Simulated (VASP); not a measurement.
Here is a VASP 6.6.1 calculation.

The input INCAR:

```
SYSTEM = AlN
  PREC = Accurate
  ENCUT = 520
  EDIFF = 1E-7
  ISMEAR = 0
  SIGMA = 0.02
  LREAL = Auto
  LASPH = .True.
  NELM = 60
  ALGO = Normal
  ISIF = 2
  LWAVE = .False.
  LCHARG = .False.
  GGA = PS
  NBANDS = 96
```

Contents of KPOINTS:

```
Automatic mesh
0
Gamma
  2 2 2
  0.5 0.5 0.5
```

Contents of POSCAR:

```
AlN
1.0
    4.6706711409      2.6966132405     -4.9836450386
    0.0000000000     -5.3932264810     -4.9836450386
   -4.6706711409      2.6966132405     -4.9836450386
Al N
18 18
Direct
    0.0566250853      0.3894455701      0.0556026772
    0.0565763017      0.0560673876      0.3889279885
    0.3898836645      0.3894216648      0.7222709965
    0.7232092461      0.3893729325      0.3889484760
    0.3898718818      0.0560544677      0.0556407713
    0.0564966804      0.7228022176      0.7222580638
    0.3897989423      0.7226678294      0.3889337161
    0.7231910103      0.0560972659      0.7223530006
    0.7232064842      0.7227479689      0.0556263938
    0.7787926681      0.1116531291      0.1111471883
    0.7787322603      0.7783215409      0.4444872415
    0.1121351196      0.1116327189      0.7778735646
    0.4454936376      0.1115734739      0.4445112916
    0.1120916799      0.7783487155      0.1111928301
    0.7788299986      0.4449618552      0.7778289667
    0.1120946781      0.4448736229      0.4445029573
    0.4453643507      0.7782407578      0.7777567455
    0.4455253219      0.4449866228      0.1111396415
    0.9292437178      0.2621136729      0.9282699582
    0.9292133788      0.9287448027      0.2615857262
    0.2625454645      0.2621131843      0.5949175924
    0.5959008711      0.2620337858      0.2616246143
    0.2625551483      0.9287659577      0.9282924959
    0.9292726184      0.5954182618      0.5949126832
    0.2625464406      0.5953739688      0.2615958778
    0.5958798475      0.9287449611      0.5949968738
    0.5958390056      0.5953772849      0.9282736631
    0.9847961844      0.3176466600      0.3171298067
    0.9847585197      0.9843318393      0.6504759453
    0.3181613624      0.3176026167      0.9838363811
    0.6514721857      0.3176214678      0.6504632444
    0.3181001613      0.9842842222      0.3171724293
    0.9847639715      0.6510043767      0.9837769894
    0.3181590792      0.6510551086      0.6505296445
    0.6514593095      0.9842948186      0.9839042217
    0.6514061379      0.6509495176      0.3171704149
```

Potentials or basis: VASP PAW PBE potentials, release 64 (Al, N).

Command:

```bash
$ cat potpaw_PBE.64/Al/POTCAR potpaw_PBE.64/N/POTCAR > POTCAR
$ mpirun -np 1 vasp_std > vasp.out
```

Question: Estimate the pressure.

Answer: 0.0 GPa.

Question: Estimate the largest force.

Answer: 0.028 eV/Å.

Forces on the atoms (eV/Å):
```
Al  -0.002  0.000  0.000
Al  -0.001 -0.006 -0.005
Al  -0.001  0.000  0.001
Al   0.005 -0.001  0.001
Al   0.003  0.000 -0.004
Al   0.005  0.003 -0.008
Al   0.003 -0.004 -0.006
Al   0.004  0.004 -0.001
Al   0.001 -0.001 -0.002
Al  -0.003  0.001 -0.007
Al  -0.001  0.006  0.000
Al   0.002 -0.004  0.002
Al  -0.005 -0.005  0.001
Al   0.003  0.005  0.003
Al  -0.003 -0.009  0.004
Al   0.001 -0.010 -0.006
Al   0.002  0.006 -0.024
Al  -0.009  0.003  0.006
N    0.000  0.003  0.000
N   -0.003  0.000 -0.002
N    0.002  0.009  0.000
N    0.002 -0.003  0.000
N    0.003  0.004  0.004
N   -0.003 -0.003  0.005
N   -0.001 -0.001  0.004
N    0.002  0.002  0.001
N    0.010 -0.004 -0.007
N   -0.002  0.002  0.007
N   -0.002  0.000 -0.003
N    0.002 -0.004  0.002
N   -0.006 -0.001 -0.002
N    0.001  0.005  0.002
N   -0.003  0.004 -0.003
N   -0.005  0.002  0.027
N    0.002 -0.004  0.007
N   -0.001  0.001  0.002
```

Caveat: the PAW data sets were made with another functional, which shifts forces and pressure a little.
